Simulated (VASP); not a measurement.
# B6As (R-3m) in VASP: further runs, part 2 of 3

VASP 6.6.1. Earlier steps stand in the parts before.

**3. Single point, PBEsol (8.33 Å³/atom)**

This run uses another cell than the first one, of 8.33 Å³/atom.

INCAR

```
ALGO = Normal ; EDIFF = 1E-6
ENCUT = 520 ; GGA = PS
ISIF = 2 ; ISMEAR = 0
LASPH = True ; LCHARG = True
LELF = True ; LREAL = False
LVHAR = True ; LWAVE = False
NBANDS = 36 ; NELM = 100
PREC = Accurate ; SIGMA = 0.02
```

KPOINTS

```
k-points
0
Gamma
  6 6 6
```

POSCAR

```
B6As
1.0
    2.9792408587      1.7200655117      3.7935204854
   -2.9792408587      1.7200655117      3.7935204854
    0.0000000000     -3.4401310235      3.7935204854
B As
12 2
Direct
    0.0182330082      0.0182330082      0.3250559008
    0.0182330082      0.3250559008      0.0182330082
    0.8210490694      0.2734701211      0.8210490694
    0.8210490694      0.8210490694      0.2734701211
    0.2734701211      0.8210490694      0.8210490694
    0.7265298789      0.1789509306      0.1789509306
    0.1789509306      0.7265298789      0.1789509306
    0.1789509306      0.1789509306      0.7265298789
    0.9817669918      0.6749440992      0.9817669918
    0.9817669918      0.9817669918      0.6749440992
    0.6749440992      0.9817669918      0.9817669918
    0.3250559008      0.0182330082      0.0182330082
    0.6018302168      0.6018302168      0.6018302168
    0.3981697832      0.3981697832      0.3981697832
```

Potentials or basis: VASP PAW PBE potentials, release 64 (B, As).

The run is started by

```console
cat potpaw_PBE.64/B/POTCAR potpaw_PBE.64/As/POTCAR > POTCAR
mpirun -np 1 vasp_std > vasp.out
```

OUTCAR:

```text
EDIFF = 1E-6
   ENCUT = 520
   GGA = PS
   ISIF = 2
   ISMEAR = 0
   LASPH = True
   LREAL = False
   NELM = 100
   PREC = Accurate

 ion  position               nearest neighbor table
   1  0.018  0.018  0.325-  10 1.69   7 1.73   6 1.73   4 1.76   2 1.83  12 1.83
   2  0.018  0.325  0.018-   9 1.69   6 1.73   8 1.73   3 1.76   1 1.83  12 1.83
   3  0.821  0.273  0.821-   6 1.68   8 1.68  11 1.73  10 1.73   2 1.76  13 1.93
   4  0.821  0.821  0.273-   6 1.68   7 1.68   9 1.73  11 1.73   1 1.76  13 1.93
   5  0.273  0.821  0.821-   7 1.68   8 1.68   9 1.73  10 1.73  12 1.76  13 1.93
   6  0.727  0.179  0.179-   3 1.68   4 1.68   2 1.73   1 1.73  11 1.76  14 1.93
   7  0.179  0.727  0.179-   5 1.68   4 1.68  12 1.73   1 1.73   9 1.76  14 1.93
   8  0.179  0.179  0.727-   3 1.68   5 1.68   2 1.73  12 1.73  10 1.76  14 1.93
   9  0.982  0.675  0.982-   2 1.69   5 1.73   4 1.73   7 1.76  10 1.83  11 1.83
  10  0.982  0.982  0.675-   1 1.69   3 1.73   5 1.73   8 1.76   9 1.83  11 1.83
  11  0.675  0.982  0.982-  12 1.69   3 1.73   4 1.73   6 1.76  10 1.83   9 1.83
  12  0.325  0.018  0.018-  11 1.69   7 1.73   8 1.73   5 1.76   1 1.83   2 1.83
  13  0.602  0.602  0.602-   4 1.93   3 1.93   5 1.93  14 2.32
  14  0.398  0.398  0.398-   8 1.93   7 1.93   6 1.93  13 2.32

  LATTYP: Found a trigonal (rhomboedric) cell.
 ALAT       =     5.1210642577
 COS(alpha) =     0.3231058262

  Lattice vectors:

 A1 = (   2.9792408587,   1.7200655117,   3.7935204854)
 A2 = (  -2.9792408587,   1.7200655117,   3.7935204854)
 A3 = (   0.0000000000,  -3.4401310235,   3.7935204854)

Analysis of symmetry for initial positions (statically):
=====================================================================
 Subroutine PRICEL returns:
 Original cell was already a primitive cell.

 Routine SETGRP: Setting up the symmetry group for a
 trigonal (rhombohedral) supercell.

 Subroutine GETGRP returns: Found 12 space group operations
 (whereof 12 operations were pure point group operations)
[... 176 lines left out ...]
 NGX is ok and might be reduce to    40
   NGX = 19   NGY = 19   NGZ = 19

 number of electron      46.0000000 magnetization

 Free energy of the ion-electron system (eV)
  ---------------------------------------------------
  ext. energy  EPLUGINS =         0.00000000
  ---------------------------------------------------
  free energy    TOTEN  =       -96.26921830 eV

  energy without entropy =      -96.26921830  energy(sigma->0) =      -96.26921830

 E-fermi :   5.5683     XC(G=0): -11.5814

 val. band max:        5.4525711591   @ k =   0.0000   0.0000   0.0000
 cond. band min:       8.0408360523   @ k =   0.5000   0.0000  -0.0000
 fundamental gap:      2.5882648932
 Fermi energy:         5.5682723441

 k-point     1 :       0.0000    0.0000    0.0000
  band No.  band energies     occupation
      1     -10.0811      2.00000
      2      -6.9142      2.00000
      3      -5.0131      2.00000
      4      -5.0131      2.00000
      5      -4.8744      2.00000
      6      -3.7658      2.00000
[... 901 lines left out ...]
     34      14.0128      0.00000
     35      14.4283      0.00000

 [... further k-points ...]

 [bands above 35 left out]

------------------------ aborting loop because EDIFF is reached ----------------------------------------

  FORCE on cell =-STRESS in cart. coord.  units (eV):
  Direction    XX          YY          ZZ          XY          YZ          ZX
  --------------------------------------------------------------------------------------
  -------------------------------------------------------------------------------------
  Total       16.0266060     16.0266060     15.8602930      0.0000000     -0.0000000      0.0000000
  in kB      220.1445074    220.1445074    217.8600003      0.0000000     -0.0000000      0.0000000
  external PRESSURE =     219.3830051 kB  Pullay stress =       0.0000000 kB

 VOLUME and BASIS-vectors are now :
 -----------------------------------------------------------------------------
  energy-cutoff  :      520.00
  volume of cell :      116.64
      direct lattice vectors                 reciprocal lattice vectors
     2.979240859  1.720065512  3.793520485     0.167827988  0.096895534  0.087869127
    -2.979240859  1.720065512  3.793520485    -0.167827988  0.096895534  0.087869127
     0.000000000 -3.440131024  3.793520485     0.000000000 -0.193791068  0.087869127

 POSITION                                       TOTAL-FORCE (eV/Angst)
 -----------------------------------------------------------------------------------
      0.00000     -1.05551      1.37144         0.000000     -0.003644      0.022129
     -0.91410      0.52776      1.37144        -0.003156      0.001822      0.022129
      1.63137     -0.94187      7.26675         0.042000     -0.024249      0.011988
      0.00000      1.88374      7.26675         0.000000      0.048498      0.011988
     -1.63137     -0.94187      7.26675        -0.042000     -0.024249      0.011988
      1.63137      0.94187      4.11381         0.042000      0.024249     -0.011988
     -1.63137      0.94187      4.11381        -0.042000      0.024249     -0.011988
      0.00000     -1.88374      4.11381         0.000000     -0.048498     -0.011988
      0.91410     -0.52776     10.00912         0.003156     -0.001822     -0.022129
      0.00000      1.05551     10.00912         0.000000      0.003644     -0.022129
     -0.91410     -0.52776     10.00912        -0.003156     -0.001822     -0.022129
      0.91410      0.52776      1.37144         0.003156      0.001822      0.022129
      0.00000     -0.00000      6.84917         0.000000     -0.000000      0.042500
      0.00000     -0.00000      4.53140         0.000000      0.000000     -0.042500
 -----------------------------------------------------------------------------------
    total drift:                                0.000000      0.000000      0.000000

  FREE ENERGIE OF THE ION-ELECTRON SYSTEM (eV)
  ---------------------------------------------------
  free  energy   TOTEN  =       -96.2692182999 eV

  energy  without entropy=      -96.2692182999  energy(sigma->0) =      -96.26921830
```

Wall time 2.3 min (1 thread of Intel Xeon Platinum 8488C (Sapphire Rapids), shared host); peak memory 0.29 GiB.

Results:

```yaml
Free_energy: -96.2692 eV
Pressure: 21.9 GPa
Largest_force: 0.050 eV/Å
Band_gap_on_the_k_mesh: 2.59 eV (least direct gap 2.63 eV)
```

Forces on the atoms (eV/Å):
```
B    0.000 -0.004  0.022
B   -0.003  0.002  0.022
B    0.042 -0.024  0.012
B    0.000  0.048  0.012
B   -0.042 -0.024  0.012
B    0.042  0.024 -0.012
B   -0.042  0.024 -0.012
B    0.000 -0.048 -0.012
B    0.003 -0.002 -0.022
B    0.000  0.004 -0.022
B   -0.003 -0.002 -0.022
B    0.003  0.002  0.022
As   0.000  0.000  0.043
As   0.000  0.000 -0.043
```

Stress tensor (GPa, compression positive):
```
22.01  0.00  0.00
 0.00 22.01  0.00
 0.00  0.00 21.79
```

Caveat: the cell stands under pressure; the PAW data sets were made with another functional, which shifts forces and pressure a little. A k mesh can miss the band edges.

**4. Single point, PBEsol (8.61 Å³/atom)**

This run uses another cell than the first one, of 8.61 Å³/atom.

INCAR

```
SYSTEM = B6As
PREC     = Accurate       ! precision mode
ENCUT    = 520            ! plane-wave cutoff, eV
EDIFF    = 1E-7           ! SCF threshold, eV
ISMEAR   = 0              ! smearing method
SIGMA    = 0.02           ! smearing width, eV
LREAL    = .FALSE.        ! projectors in reciprocal space
LASPH    = .TRUE.         ! aspherical terms in the spheres
NELM     = 60             ! most SCF steps
ALGO     = Normal         ! electronic algorithm
ISIF     = 2              ! what is computed and relaxed
LWAVE    = .FALSE.        ! write WAVECAR
LCHARG   = .FALSE.        ! write CHGCAR
GGA      = PS             ! functional
NBANDS   = 36             ! bands
```

KPOINTS

```
Automatic mesh
0
G
  6 6 6
  0 0 0
```

POSCAR

```
B6As
1.0
    3.0067807692      1.7359656865      3.8471276615
   -3.0067807692      1.7359656865      3.8471276615
    0.0000000000     -3.4719313730      3.8471276615
B As
12 2
Direct
    0.0172946360      0.0172946360      0.3249769887
    0.0172946360      0.3249769887      0.0172946360
    0.8212783613      0.2732512264      0.8212783613
    0.8212783613      0.8212783613      0.2732512264
    0.2732512264      0.8212783613      0.8212783613
    0.7267487736      0.1787216387      0.1787216387
    0.1787216387      0.7267487736      0.1787216387
    0.1787216387      0.1787216387      0.7267487736
    0.9827053640      0.6750230113      0.9827053640
    0.9827053640      0.9827053640      0.6750230113
    0.6750230113      0.9827053640      0.9827053640
    0.3249769887      0.0172946360      0.0172946360
    0.6014165987      0.6014165987      0.6014165987
    0.3985834013      0.3985834013      0.3985834013
```

The run is started by

```console
cat potpaw_PBE.64/B/POTCAR potpaw_PBE.64/As/POTCAR > POTCAR
mpirun -np 1 vasp_std > vasp.out
```

Wall time 2.4 min (1 thread of Intel Xeon Platinum 8488C (Sapphire Rapids), shared host); peak memory 0.3 GiB.

The run converged. Its results:

* Free energy: -96.6970 eV
* Pressure: 13.8 GPa
* Largest force: 0.043 eV/Å
* Band gap on the k mesh: 2.61 eV (least direct gap 2.65 eV)

Forces on the atoms (eV/Å):
```
B    0.000 -0.004  0.020
B   -0.003  0.002  0.020
B    0.036 -0.021  0.011
B    0.000  0.041  0.011
B   -0.036 -0.021  0.011
B    0.036  0.021 -0.011
B   -0.036  0.021 -0.011
B    0.000 -0.041 -0.011
B    0.003 -0.002 -0.020
B    0.000  0.004 -0.020
B   -0.003 -0.002 -0.020
B    0.003  0.002  0.020
As   0.000  0.000  0.036
As   0.000  0.000 -0.036
```

Stress tensor (GPa, compression positive):
```
13.89  0.00  0.00
 0.00 13.89  0.00
 0.00  0.00 13.70
```

Levels at points of the mesh, in eV from the valence-band top:
| k point | band 20 | band 21 | band 22 | band 23 | band 24 | band 25 | band 26 | band 27 |
| --- | --- | --- | --- | --- | --- | --- | --- | --- |
| (0.00, 0.00, 0.00) | -0.28 | -0.28 | 0.00 | 0.00 | 4.57 | 4.70 | 4.70 | 5.28 |
| (0.50, 0.00, 0.00) | -1.53 | -1.36 | -1.21 | -0.04 | 2.61 | 4.26 | 4.46 | 5.26 |
| (0.50, 0.50, 0.00) | -1.64 | -1.05 | -0.79 | -0.28 | 3.33 | 4.68 | 4.76 | 5.12 |
| (0.50, 0.50, 0.50) | -0.89 | -0.88 | -0.88 | -0.16 | 3.00 | 3.74 | 3.84 | 4.60 |

Caveat: the cell stands under pressure; the PAW data sets were made with another functional, which shifts forces and pressure a little. A k mesh can miss the band edges.

[end of part 2 of 3]
